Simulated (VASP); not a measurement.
**O: single point with PBEsol**

Crystal: O.

```
CELL_PARAMETERS angstrom
1.77657 0.00000 0.00000
0.00000 1.77657 0.00000
0.00000 0.00000 3.51887
ATOMIC_POSITIONS crystal
O 0.00000 0.00000 0.00000
```

| Item | Value |
| --- | --- |
| Program | VASP 6.6.1 |
| Task | single point |
| Functional | PBEsol |
| Potentials or basis | VASP PAW PBE potentials, release 64 (O) |
| Cutoff | 520 eV |
| k mesh | 12 × 12 × 7 |
| Occupations | methfessel-paxton, width 0.1 eV |
| Spin | no spin polarisation |

```yaml
Pressure: -0.1 GPa
Band_gap_on_the_k_mesh: zero (band 3 reaches 3.27 eV, above the bottom of band 4 at -1.30 eV)
```

Stress tensor (GPa, compression positive):
```
-0.03  0.00  0.00
 0.00 -0.03  0.00
 0.00  0.00 -0.32
```

Levels at points of the mesh, in eV from the Fermi level:
```tsv
k point	band 1	band 2	band 3	band 4	band 5	band 6	band 7
(0.00, 0.00, 0.00)	-22.87	-5.20	3.67	3.67	7.28	22.76	29.09
(0.50, 0.00, 0.00)	-17.16	-9.35	-1.47	5.14	18.43	18.51	19.12
(0.50, 0.50, 0.00)	-11.95	-5.69	-5.69	1.17	16.96	29.00	29.00
```

Run time: 9.9 s on 1 thread of AMD EPYC 7R13, with other jobs on the host, peak memory 0.09 GiB.

Caveat: the PAW data sets were made with another functional, which shifts forces and pressure a little.
